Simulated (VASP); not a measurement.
# Fe (Im-3m) in VASP: a series of runs

The runs below take Fe through single point, relaxation of cell and atoms, with PBEsol.

Everything below comes from runs of VASP 6.6.1. Logs are shortened: lines on timing, memory, paths and dates and some standing lists are left out, and cuts for length are marked.

### Step 1. The cell of the first run

It takes space group Im-3m (No. 229, cubic). Conventional cell: a = 2.796 Å, b = 2.796 Å, c = 2.796 Å, α = 90.00°, β = 90.00°, γ = 90.00°. Fe (site symmetry m-3m) has 14 Fe at 2.42 to 2.80 Å within 3.2 Å.

### Step 2. Single point, PBEsol, collinear spin, ferromagnetic start

Contents of INCAR:

```
  PREC = Accurate
  ENCUT = 520
  EDIFF = 1E-6
  ISMEAR = 0
  SIGMA = 0.1
  LREAL = F
  LASPH = T
  NELM = 150
  ALGO = Normal
  ISIF = 2
  LWAVE = F
  LCHARG = T
  ISPIN = 2
  MAGMOM = 3.5
  LORBIT = 11
  LMAXMIX = 4
  GGA = PS
  LELF = T
  LVHAR = T
  NBANDS = 14
```

Contents of KPOINTS:

```
regular mesh
0
Gamma
  11 11 11
```

Contents of POSCAR:

```
Fe
1.0
   -1.3980410258      1.3980410258      1.3980410258
    1.3980410258     -1.3980410258      1.3980410258
    1.3980410258      1.3980410258     -1.3980410258
Fe
1
Direct
    0.0000000000      0.0000000000      0.0000000000
```

Potentials or basis: VASP PAW PBE potentials, release 64 (Fe).

Command:

```bash
> cat potpaw_PBE.64/Fe/POTCAR > POTCAR
> mpirun -np 1 vasp_std > vasp.out
```

OUTCAR:

```text
PREC = Accurate
   ENCUT = 520
   EDIFF = 1E-6
   ISMEAR = 0
   LREAL = F
   LASPH = T
   NELM = 150
   ISIF = 2
   ISPIN = 2
   LORBIT = 11
   GGA = PS

 ion  position               nearest neighbor table
   1  0.000  0.000  0.000-

  LATTYP: Found a body centered cubic cell.
 ALAT       =     2.7960820516

  Lattice vectors:

 A1 = (  -1.3980410258,   1.3980410258,   1.3980410258)
 A2 = (   1.3980410258,  -1.3980410258,   1.3980410258)
 A3 = (   1.3980410258,   1.3980410258,  -1.3980410258)

Analysis of symmetry for initial positions (statically):
=====================================================================
 Subroutine PRICEL returns:
 Original cell was already a primitive cell.

 Routine SETGRP: Setting up the symmetry group for a
 body centered cubic supercell.

 Subroutine GETGRP returns: Found 48 space group operations
 (whereof 48 operations were pure point group operations)
 out of a pool of 48 trial point group operations.

The static configuration has the point symmetry O_h .

Analysis of symmetry for dynamics (positions and initial velocities):
=====================================================================
 Subroutine PRICEL returns:
 Original cell was already a primitive cell.

 Routine SETGRP: Setting up the symmetry group for a
 body centered cubic supercell.

 Subroutine GETGRP returns: Found 48 space group operations
 (whereof 48 operations were pure point group operations)
 out of a pool of 48 trial point group operations.

The dynamic configuration has the point symmetry O_h .

Analysis of structural, dynamic, and magnetic symmetry:
=====================================================================
 Subroutine PRICEL returns:
 Original cell was already a primitive cell.

 Routine SETGRP: Setting up the symmetry group for a
 body centered cubic supercell.

 Subroutine GETGRP returns: Found 48 space group operations
 (whereof 48 operations were pure point group operations)
 out of a pool of 48 trial point group operations.

The overall configuration has the point symmetry O_h .

 Subroutine INISYM returns: Found 48 space group operations
 (whereof 48 operations are pure point group operations),
 and found     1 'primitive' translations

----------------------------------------------------------------------------------------

                                     Primitive cell

  volume of cell :      10.9300

  direct lattice vectors                    reciprocal lattice vectors
[... 124 lines left out ...]
 number of electron       8.0000005 magnetization       2.2218935

 Free energy of the ion-electron system (eV)
  ---------------------------------------------------
  ext. energy  EPLUGINS =         0.00000000
  ---------------------------------------------------
  free energy    TOTEN  =        -8.91470029 eV

  energy without entropy =       -8.91038541  energy(sigma->0) =       -8.91254285

 E-fermi :   6.0981     XC(G=0): -13.4962

 val. band max:        6.0951807961   @ k =   0.4545   0.0909  -0.0000
 cond. band min:       6.1088567659   @ k =  -0.4545  -0.4545   0.3636
 fundamental gap:      0.0136759698
 Fermi energy:         6.0981013435

 spin component 1

 k-point     1 :       0.0000    0.0000    0.0000
  band No.  band energies     occupation
      1      -2.6897      1.00000
      2       3.6580      1.00000
      3       3.6580      1.00000
      4       3.6580      1.00000
      5       5.0245      1.00000
      6       5.0245      1.00000
      7      31.3698      0.00000
      8      31.3698      0.00000
      9      31.3698      0.00000
     10      36.7368      0.00000
     11      36.7368      0.00000
     12      39.2145      0.00000
     13      39.2145      0.00000
     14      39.2145      0.00000
[... 379 lines left out ...]
      3       3.6740      1.00000
      4       5.1831      1.00000
      5       5.2939      1.00000
      6      10.7444      0.00000
      7      14.0116      0.00000
      8      18.8285      0.00000
      9      22.0692      0.00000
     10      36.2359      0.00000
     11      41.0258      0.00000
     12      41.9857      0.00000
     13      47.5292      0.00000
     14      47.9435      0.00000

 [... further k-points ...]

 spin component 2

 k-point     1 :       0.0000    0.0000    0.0000
  band No.  band energies     occupation
      1      -2.3989      1.00000
      2       5.6243      1.00000
      3       5.6244      1.00000
      4       5.6244      1.00000
      5       7.6731      0.00000
      6       7.6731      0.00000
      7      31.3092      0.00000
      8      31.3092      0.00000
      9      31.3092      0.00000
     10      37.0649      0.00000
     11      37.0649      0.00000
     12      40.0036      0.00000
     13      40.0036      0.00000
     14      40.0036      0.00000
[... 379 lines left out ...]
      3       4.9638      1.00000
      4       7.7630      0.00000
      5       7.9727      0.00000
      6      12.0094      0.00000
      7      15.2664      0.00000
      8      19.5943      0.00000
      9      22.7433      0.00000
     10      36.4617      0.00000
     11      41.2248      0.00000
     12      42.5691      0.00000
     13      47.6269      0.00000
     14      48.7896      0.00000

 [... further k-points ...]

------------------------ aborting loop because EDIFF is reached ----------------------------------------

  FORCE on cell =-STRESS in cart. coord.  units (eV):
  Direction    XX          YY          ZZ          XY          YZ          ZX
  --------------------------------------------------------------------------------------
  -------------------------------------------------------------------------------------
  Total       -0.0007551     -0.0007551     -0.0007551      0.0000000      0.0000000     -0.0000000
  in kB       -0.1106873     -0.1106873     -0.1106873      0.0000000      0.0000000     -0.0000000
  external PRESSURE =      -0.1106873 kB  Pullay stress =       0.0000000 kB

 VOLUME and BASIS-vectors are now :
 -----------------------------------------------------------------------------
  energy-cutoff  :      520.00
  volume of cell :       10.93
      direct lattice vectors                 reciprocal lattice vectors
    -1.398041026  1.398041026  1.398041026     0.000000000  0.357643296  0.357643296
     1.398041026 -1.398041026  1.398041026     0.357643296  0.000000000  0.357643296
     1.398041026  1.398041026 -1.398041026     0.357643296  0.357643296  0.000000000

 POSITION                                       TOTAL-FORCE (eV/Angst)
 -----------------------------------------------------------------------------------
      0.00000      0.00000      0.00000         0.000000      0.000000      0.000000
 -----------------------------------------------------------------------------------
    total drift:                                0.000000      0.000000      0.000000

  FREE ENERGIE OF THE ION-ELECTRON SYSTEM (eV)
  ---------------------------------------------------
  free  energy   TOTEN  =        -8.9147002911 eV

  energy  without entropy=       -8.9103854089  energy(sigma->0) =       -8.91254285

 total charge

# of ion       s       p       d       tot
------------------------------------------
    1        0.508   0.580   6.268   7.356

 magnetization (x)

# of ion       s       p       d       tot
------------------------------------------
    1       -0.012  -0.047   2.261   2.203
```

It took 8.5 s on 1 thread of Intel Xeon 6975P-C (Granite Rapids), shared host; peak memory 0.13 GiB.

Results:

| Item | Value |
| --- | --- |
| Free energy | -8.9147 eV |
| Pressure | 0.0 GPa |
| Net moment | 2.22 μB per cell |
| Site moments | Fe +2.20 μB |
| Valence electrons inside the program's atomic spheres | Fe 7.36 |

Levels at points of the mesh, in eV from the Fermi level:
Spin up:
| k point | band 1 | band 2 | band 3 | band 4 | band 5 | band 6 | band 7 | band 8 | band 9 | band 10 |
| --- | --- | --- | --- | --- | --- | --- | --- | --- | --- | --- |
| (0.00, 0.00, 0.00) | -8.79 | -2.44 | -2.44 | -2.44 | -1.07 | -1.07 | 25.27 | 25.27 | 25.27 | 30.64 |
Spin down:
```
           k point  band 1  band 2  band 3  band 4  band 5  band 6
(0.00, 0.00, 0.00)   -8.50   -0.47   -0.47   -0.47    1.57    1.57
```

Caveat: the PAW data sets were made with another functional, which shifts forces and pressure a little.

### Step 3. Relaxation of cell and atoms, PBEsol, collinear spin, ferromagnetic start

This run uses another cell than the first one, of 12.02 Å³/atom, 1.100 times its volume.

Contents of INCAR:

```
  PREC = Accurate
  ENCUT = 600
  EDIFF = 1E-6
  ISMEAR = 0
  SIGMA = 0.1
  LREAL = F
  LASPH = T
  NELM = 150
  ALGO = Normal
  ISIF = 3
  LWAVE = F
  LCHARG = F
  ISPIN = 2
  MAGMOM = 3.5
  LORBIT = 11
  LMAXMIX = 4
  GGA = PS
  IBRION = 2
  NSW = 80
  EDIFFG = -0.02
```

KPOINTS is that of step 2.

Contents of POSCAR:

```
Fe
1.0
   -1.4430000000      1.4430000000      1.4430000000
    1.4430000000     -1.4430000000      1.4430000000
    1.4430000000      1.4430000000     -1.4430000000
Fe
1
Direct
    0.0000000000      0.0000000000      0.0000000000
```

Potentials or basis: VASP PAW PBE potentials, release 64 (Fe).

Command:

```bash
> cat potpaw_PBE.64/Fe/POTCAR > POTCAR
> mpirun -np 1 vasp_std > vasp.out
```

It took 19 s on 1 thread of Intel Xeon 6975P-C (Granite Rapids), shared host; peak memory 0.14 GiB.

The run converged. Its results:

| Item | Value |
| --- | --- |
| Free energy | -8.9148 eV |
| Relaxed volume | 10.93 Å³/atom |
| Relaxed cell | a = 2.422 Å, b = 2.422 Å, c = 2.422 Å, α = 109.47°, β = 109.47°, γ = 109.47° |
| Space group after relaxing (to 0.05 Å) | Im-3m (No. 229) |
| Energy gained by relaxing | 68.1 meV/atom |
| Ionic steps | 4 |
| Pressure after relaxing | -0.2 GPa |
| Net moment | 2.22 μB per cell |
| Site moments | Fe +2.20 μB |
| Valence electrons inside the program's atomic spheres | Fe 7.36 |

Step by step:
| step | energy change (eV) | largest force (eV/Å) | pressure (GPa) | volume (Å³) |
| --- | --- | --- | --- | --- |
| 1 | 0.0000 | 0.0000 | -17.96 | 12.02 |
| 2 | 0.0104 | 0.0000 | 25.40 | 9.82 |
| 3 | -0.0681 | 0.0000 | 0.55 | 10.91 |
| 4 | -0.0681 | 0.0000 | -0.16 | 10.93 |

Final structure:
```yaml
crystal:
  lattice:
    - [-1.39825, 1.39825, 1.39825]
    - [1.39825, -1.39825, 1.39825]
    - [1.39825, 1.39825, -1.39825]
  atoms:
    - { symbol: Fe, position: [0.00000, 0.00000, 0.00000] }
```

Levels at points of the mesh, in eV from the Fermi level:
Spin up:
| k point | band 3 | band 4 | band 5 | band 6 | band 7 | band 8 |
| --- | --- | --- | --- | --- | --- | --- |
| (0.00, 0.00, 0.00) | -2.44 | -2.44 | -1.07 | -1.07 | 25.27 | 25.27 |
Spin down:
```csv
k point,band 1,band 2,band 3,band 4,band 5,band 6
"(0.00, 0.00, 0.00)",-8.49,-0.47,-0.47,-0.47,1.58,1.58
```

Caveat: the PAW data sets were made with another functional, which shifts forces and pressure a little.
